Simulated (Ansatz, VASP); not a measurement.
Ga4SbN3 in VASP and in Ansatz

```
N Sb Ga
1.0
     3.16686    0.00000    0.00000
    -1.58343    2.74258    0.00000
     0.00000    0.00000   14.39961
N Sb Ga
3 1 4
Direct
  0.66667 0.33333 0.93242
  0.66667 0.33333 0.57218
  0.33333 0.66667 0.75217
  0.33333 0.66667 0.16712
  0.66667 0.33333 0.79684
  0.66667 0.33333 0.43380
  0.33333 0.66667 0.61648
  0.33333 0.66667 0.97898
```

Alike in both runs: task single point; functional PBE; k mesh 12 × 12 × 2; occupations fermi-dirac, width 0.02 eV; no spin polarisation.

```csv
,VASP,Ansatz
version,VASP 6.6.1,Ansatz 0.2.0
potentials or method,"VASP PAW PBE potentials, release 64 (N, Sb, Ga_d)","plane waves, PAW"
plane-wave cutoff (eV),520,420
valence electrons in the cell,72,82
```

VASP gave:

```
pressure (GPa)                                                : 4.0
traceless stress, the component that is largest in VASP (GPa) : 0.02
rms of the force components (eV/Å)                            : 0.090
```

**Question.** Which values does Ansatz return?

**Answer.** Pressure (GPa): 4.0; traceless stress, the component that is largest in VASP (GPa): -0.05; rms of the force components (eV/Å): 0.085.

Atom by atom the forces differ by 0.007 eV/Å (rms over components). VASP's potentials hold 72 valence electrons a cell and Ansatz's 82, so a difference there can come from the potentials and not from the codes.

Neither program's run includes spin-orbit coupling.
